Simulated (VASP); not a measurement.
A run of VASP 6.6.1 is set up as follows.

INCAR

```
PREC = Accurate
ENCUT = 520
EDIFF = 1E-7
ISMEAR = 0
SIGMA = 0.01
LREAL = F
LASPH = T
NELM = 60
ALGO = Normal
ISIF = 2
LWAVE = F
LCHARG = T
GGA = PE
LELF = T
LVHAR = T
NBANDS = 15
```

File KPOINTS:

```
regular mesh
0
Gamma
  8 8 8
```

POSCAR

```
SrO
1.0
    3.1028650707      0.0000000000      0.0000000000
    0.0000000000      3.1028650707      0.0000000000
    0.0000000000      0.0000000000      3.1028650707
Sr O
1 1
Direct
    0.0000000000      0.0000000000      0.0000000000
    0.5000000000      0.5000000000      0.5000000000
```

Potentials or basis: VASP PAW PBE potentials, release 64 (Sr_sv, O).

Launch:

```console
$ cat potpaw_PBE.64/Sr_sv/POTCAR potpaw_PBE.64/O/POTCAR > POTCAR
$ mpirun -np 1 vasp_std > vasp.out
```

(1) Predict the pressure.

(2) Predict the band gap on the k mesh.

Answers

(1) 3.6 GPa.

(2) 2.75 eV, indirect (least direct gap 2.81 eV).
